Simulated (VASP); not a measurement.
Input of a VASP 6.6.1 run:

The input INCAR:

```
SYSTEM = Al3Co2
PREC = Accurate
ENCUT = 400
EDIFF = 1E-6
ISMEAR = -1
SIGMA = 0.1137
LREAL = Auto
LASPH = .True.
NELM = 120
ALGO = Normal
ISIF = 2
LWAVE = .False.
LCHARG = .True.
GGA = PE
LELF = .True.
LVHAR = .True.
ISYM = -1
NBANDS = 70
GGA_COMPAT = .False.
```

Contents of KPOINTS:

```
explicit points
1
Reciprocal
  0.25000000   0.25000000   0.25000000 1
```

POSCAR

```
Al3Co2
1.0
    6.8856700000      0.2998370000     -0.1355360000
    0.2998370000      6.3232090000      0.0556060000
   -0.1355360000      0.0556060000      6.4305730000
Al Co
12 8
Direct
    0.3607065299      0.1487555027      0.8938550300
    0.8268105609      0.6005375277     -0.0509602945
    0.6194205744      0.2485777179      0.4975169980
    0.6764442656      0.8160504378      0.2965418866
    0.3967294815      0.9184451268      0.5681820372
    0.1342402779      0.3754657787      0.3011582701
    0.9537155845      0.8645975353      0.6681628503
    0.4549237481      0.7249589488      0.9814242802
    0.1440077266      0.8151557864      0.2498786156
   -0.0472273233      0.1909447479     -0.0780859927
    0.8987423643      0.4809260319      0.5836955077
    0.2869414859      0.5466673815      0.6158547481
    0.7253691717      0.9298697417     -0.0134200639
    0.6153568306      0.6333486846      0.6360851539
    0.8687149479      0.1601863809      0.2884787756
    0.1744297988      0.5003676975     -0.0330186640
    0.3787748712      0.0938453771      0.2439727012
    0.4599695022      0.5489680850      0.3106713052
    0.6484918885      0.3224360856      0.0554864420
    0.1369045688      0.1602135828      0.5996830549
```

Potentials or basis: VASP PAW PBE potentials, release 64 (Al, Co).

Launch:

```console
$ cat potpaw_PBE.64/Al/POTCAR potpaw_PBE.64/Co/POTCAR > POTCAR
$ mpirun -np 1 vasp_std > vasp.out
```

Problem. Predict the largest force.

Solution. 3.372 eV/Å.

Problem. What does it give for the pressure?

Solution. 3.0 GPa.

Stress tensor (GPa, compression positive):
```
 1.64 -3.62 -4.71
-3.62  3.34 -4.70
-4.71 -4.70  3.88
```

Caveat: the atoms stand as in a frame of molecular dynamics; the run has no spin polarisation, though such a crystal can be magnetic. Spin polarisation is off, so any magnetic state and its effect on volume and gap are missing.
